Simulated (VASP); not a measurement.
A run of VASP 6.6.1:

File INCAR:

```
  ALGO = Normal
  EDIFF = 1E-6
  ENCUT = 500
  GGA = PS
  GGA_COMPAT = F
  ISIF = 2
  ISMEAR = 0
  LASPH = T
  LCHARG = F
  LREAL = F
  LWAVE = F
  NBANDS = 16
  NELM = 120
  PREC = Accurate
  SIGMA = 0.15
```

The input KPOINTS:

```
k-points
0
Gamma
  14 14 8
```

File POSCAR:

```
InSb
1.0
    2.9754649214      0.0000000000      0.0000000000
    0.0000000000      3.0361886953      0.0000000000
    0.0000000000      0.0000000000      5.8525016686
In Sb
1 1
Direct
    0.0000000000      0.0000000000      0.0000000000
    0.0000000000      0.0000000000      0.5000000000
```

Potentials or basis: VASP PAW PBE potentials, release 64 (In_d, Sb).

The run is started by

```console
$ cat potpaw_PBE.64/In_d/POTCAR potpaw_PBE.64/Sb/POTCAR > POTCAR
$ mpirun -np 1 vasp_std > vasp.out
```

Hardware: 1 thread of Intel Xeon 8259CL, on a shared host.

How long does it take, and how much memory?

It took 4.2 min on 1 thread of Intel Xeon 8259CL, on a shared host, peak memory 0.38 GiB. Counts: scf iterations 11, k points 320.
